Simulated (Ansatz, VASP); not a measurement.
Ge3Te2Pt: VASP beside Ansatz

```
Ge Te Pt
1.0
     3.40285    0.00000    0.00000
     0.00000    3.40285    0.00000
     0.00000    0.00000   11.39727
Ge Te Pt
3 2 1
Direct
  0.00000 0.00000 0.00000
  0.00000 0.00000 0.62447
  0.00000 0.00000 0.37553
  0.50000 0.50000 0.82662
  0.50000 0.50000 0.17338
  0.50000 0.50000 0.50000
```

Change from the starting cell: species swapped into the MgSc3Ru2 type (P4/mmm, No. 123).

Alike in both runs: functional PBE; k mesh 6 × 6 × 2; occupations gaussian, width 0.1 eV; no spin polarisation.

Ansatz relaxed the structure, and its values are those at the end. VASP's run is a single point on that final structure, the one shown.

|  | VASP | Ansatz |
| --- | --- | --- |
| version | VASP 6.6.1 | Ansatz 0.2.0 |
| potentials or method | VASP PAW PBE potentials, release 64 (Ge_d, Te, Pt), cutoff 520 eV | scalar-relativistic, plane waves, PAW |
| valence electrons in the cell | 64 | 92 |

|  | VASP | Ansatz | Ansatz less VASP |
| --- | --- | --- | --- |
| gap on the k mesh at the Fermi level (eV) | none | none | - |
| pressure (GPa) | 0.0 | 0.0 | +0.02 |
| rms of the force components (eV/Å) | 0.005 | 0.006 | +0.0018 |

A gap of «none» marks a metal or a gap that the smearing closes. VASP's potentials hold 64 valence electrons a cell and Ansatz's 92, so a difference there can come from the potentials and not from the codes.

Neither program's run includes spin-orbit coupling.
